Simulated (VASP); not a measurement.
Here is a VASP 6.6.1 calculation.

POSCAR

```
SiGe
1.0
    3.9043776430      0.0000000000      0.0000000000
   -1.9521888215      3.3812902248      0.0000000000
    0.0000000000      0.0000000000      5.9696536922
Si Ge
2 2
Direct
    0.6666666667      0.3333333333      0.8744661518
    0.3333333333      0.6666666667      0.3744661518
    0.6666666667      0.3333333333      0.5005328482
    0.3333333333      0.6666666667      0.0005328482
```

File INCAR.step1:

```
SYSTEM = SiGe
  PREC = Accurate
  ENCUT = 520
  ISMEAR = 0
  SIGMA = 0.05
  LREAL = .False.
  LASPH = .True.
  NELM = 100
  NBANDS = 26
  GGA = PE
  ALGO = Normal
  EDIFF = 1E-4
  LWAVE = .True.
  LCHARG = .False.
```

File INCAR.step2:

```
SYSTEM = SiGe
  PREC = Accurate
  ENCUT = 520
  EDIFF = 1E-6
  ISMEAR = 0
  SIGMA = 0.05
  LREAL = .False.
  LASPH = .True.
  NELM = 100
  ALGO = Normal
  ISIF = 2
  LWAVE = .False.
  LCHARG = .False.
  METAGGA = R2SCAN
  LMIXTAU = .True.
  NBANDS = 26
  ISTART = 1
```

File KPOINTS:

```
regular mesh
0
Gamma
  12 12 4
  0 0 0
```

Potentials or basis: VASP PAW PBE potentials, release 64 (Si, Ge_d).

Run with:

```sh
$ cat potpaw_PBE.64/Si/POTCAR potpaw_PBE.64/Ge_d/POTCAR > POTCAR
$ cp INCAR.step1 INCAR
$ mpirun -np 1 vasp_std > vasp.out
$ cp INCAR.step2 INCAR
$ mpirun -np 1 vasp_std > vasp.out
```

(1) Estimate the largest force.

(2) Estimate the pressure.

(3) Estimate the band gap on the k mesh.

## Answers

(1) 1.268 eV/Å.

(2) 8.9 GPa.

(3) 0.06 eV, direct.

Caveat: the cell differs from its parent crystal (strain -0.0750 x Voigt [0, 0, 1, 0, 0, 0]); the PAW data sets were made with another functional, which shifts forces and pressure a little.
